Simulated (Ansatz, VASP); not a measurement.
VH: VASP beside Ansatz

Contents of INCAR:

```
SYSTEM = VH
ALGO = Normal
EDIFF = 1E-6
ENCUT = 520
GGA = PS
ISIF = 2
ISMEAR = -1
ISPIN = 2
LASPH = .TRUE.
LCHARG = .FALSE.
LMAXMIX = 4
LORBIT = 11
LREAL = .FALSE.
LWAVE = .FALSE.
MAGMOM = 1.5 0
NBANDS = 18
NELM = 150
PREC = Accurate
SIGMA = 0.1
```

Contents of KPOINTS:

```
k-points
0
G
  13 13 13
  0 0 0
```

Contents of POSCAR:

```
VH
1.0
    0.0000000000      1.9372135303      1.9372135303
    1.9372135303      0.0000000000      1.9372135303
    1.9372135303      1.9372135303      0.0000000000
V H
1 1
Direct
    0.0000000000      0.0000000000      0.0000000000
    0.5000000000      0.5000000000      0.5000000000
```

Input for Ansatz:

```yaml
crystal:
  lattice:
    - [0.0, 1.937213530325903, 1.937213530325903]
    - [1.937213530325903, 0.0, 1.937213530325903]
    - [1.937213530325903, 1.937213530325903, 0.0]
  atoms:
    - { symbol: V, position: [0.0, 0.0, 0.0], spin: 1.5 }
    - { symbol: H, position: [0.5, 0.5, 0.5] }
kpoints:
  mp_grid:
    grid: [13, 13, 13]
hamiltonian:
  xc: pbesol
  pseudopotentials:
    kind: all_electron
    lapw:
      basis_error: 0.001
magnetization:
  spin_polarized: true
scf:
  convergence:
    dr2_threshold: 1.0e-08
  occupations:
    method: fermi_dirac
```

Alike in both runs: task single point; functional PBEsol; k mesh 13 × 13 × 13; collinear spin.

|  | VASP | Ansatz |
| --- | --- | --- |
| version | VASP 6.6.1 | Ansatz 0.2.0 |
| potentials or method | VASP PAW PBE potentials, release 64 (V_sv, H), cutoff 520 eV | all-electron (LAPW or listed datasets) |
| occupations | fermi-dirac, width 0.1 eV | fermi-dirac |

|  | VASP | Ansatz | Ansatz less VASP |
| --- | --- | --- | --- |
| net moment per atom (μB) | 0.00 | 0.00 | 0.000 |

VASP's potentials were made for PBE, not for PBEsol. Ansatz ran all-electron here, and VASP with PAW potentials. Ansatz's warnings: seeded moment not kept.
